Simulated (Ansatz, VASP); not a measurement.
**TaC: VASP beside Ansatz**

Contents of INCAR:

```
SYSTEM = TaC
PREC = Accurate
ENCUT = 600
EDIFF = 1E-6
ISMEAR = 0
SIGMA = 0.1
LREAL = .FALSE.
LASPH = .TRUE.
NELM = 120
ALGO = Normal
ISIF = 2
LWAVE = .FALSE.
LCHARG = .FALSE.
GGA = PE
NBANDS = 14
GGA_COMPAT = .FALSE.
```

KPOINTS

```
Automatic mesh
0
G
  16 16 16
  0 0 0
```

File POSCAR:

```
TaC
1.0
    0.0000000000      2.2200000000      2.2200000000
    2.2200000000      0.0000000000      2.2200000000
    2.2200000000      2.2200000000      0.0000000000
Ta C
1 1
Direct
    0.0000000000      0.0000000000      0.0000000000
    0.5000000000      0.5000000000      0.5000000000
```

Input for Ansatz:

```yaml
crystal:
  lattice:
    - [0.0, 2.22, 2.22]
    - [2.22, 0.0, 2.22]
    - [2.22, 2.22, 0.0]
  atoms:
    - { symbol: Ta, position: [0.0, 0.0, 0.0] }
    - { symbol: C, position: [0.5, 0.5, 0.5] }
basis:
  ecutwfc: 420
kpoints:
  mp_grid: { grid: [16, 16, 16] }
hamiltonian:
  xc: pbe
  pseudopotentials: { kind: paw, azcp: { folder: soft_1 } }
scf:
  occupations: { method: gaussian, width: 0.1 }
output:
  forces: true
  stress: true
  eigenvalues: true
```

Alike in both runs: task single point; functional PBE; k mesh 16 × 16 × 16; occupations gaussian, width 0.1 eV; no spin polarisation.

```csv
,VASP,Ansatz
version,VASP 6.6.1,Ansatz 0.2.0
potentials or method,"VASP PAW PBE potentials, release 64 (Ta_pv, C), cutoff 600 eV","scalar-relativistic, plane waves, PAW"
valence electrons in the cell,15,17
```

Ansatz gave:

- gap on the k mesh at the Fermi level (eV): none
- pressure (GPa): 8.1

Task: Which values does VASP return?

Result: gap on the k mesh at the Fermi level (eV): none; pressure (GPa): 8.8.

A gap of «none» marks a metal or a gap that the smearing closes. VASP's potentials hold 15 valence electrons a cell and Ansatz's 17, so a difference there can come from the potentials and not from the codes.

Spin-orbit coupling is off throughout.
